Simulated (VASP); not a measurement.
**Al2Cu: single point with PBEsol**

Crystal: Al2Cu.

```
Al Cu
1.0
    -2.99651    2.99651    2.48620
     2.99651   -2.99651    2.48620
     2.99651    2.99651   -2.48620
Al Cu
4 2
Direct
  0.15932 0.65932 0.81864
  0.65932 0.84068 0.50000
  0.84068 0.34068 0.18136
  0.34068 0.15932 0.50000
  0.75000 0.75000 0.00000
  0.25000 0.25000 0.00000
```

- Program: VASP 6.6.1
- Task: single point
- Functional: PBEsol
- Potentials or basis: VASP PAW PBE potentials, release 64 (Al, Cu)
- Cutoff: 520 eV
- k mesh: 10 × 10 × 10
- Occupations: gaussian, width 0.15 eV
- Spin: no spin polarisation

* Pressure: -2.8 GPa
* Largest force: 0.095 eV/Å
* Band gap on the k mesh: zero (bands 17 and 18 overlap by 4.05 eV)

Forces on the atoms (eV/Å):
```
Al   0.067  0.067  0.000
Al  -0.067  0.067  0.000
Al  -0.067 -0.067  0.000
Al   0.067 -0.067  0.000
Cu   0.000  0.000  0.000
Cu   0.000  0.000  0.000
```

Stress tensor (GPa, compression positive):
```
-1.58  0.00  0.00
 0.00 -1.58  0.00
 0.00  0.00 -5.16
```

Levels at points of the mesh, in eV from the Fermi level:
```
           k point  band 15  band 16  band 17  band 18  band 19  band 20
(0.00, 0.00, 0.00)    -1.53    -1.24    -1.24    -0.85    -0.31     0.12
(0.50, 0.00, 0.00)    -2.55    -2.55     0.36     0.36     3.99     3.99
(0.50, 0.50, 0.00)    -1.28    -1.25    -0.86    -0.82     1.01     1.48
(0.50, 0.50, 0.50)    -3.26    -1.91     2.47     2.96     2.96     3.43
```

It took 3.9 min on 1 thread of Intel(R) Xeon(R) 6975P-C (Granite Rapids), on a shared host, peak memory 0.38 GiB.

Caveat: the PAW data sets were made with another functional, which shifts forces and pressure a little.
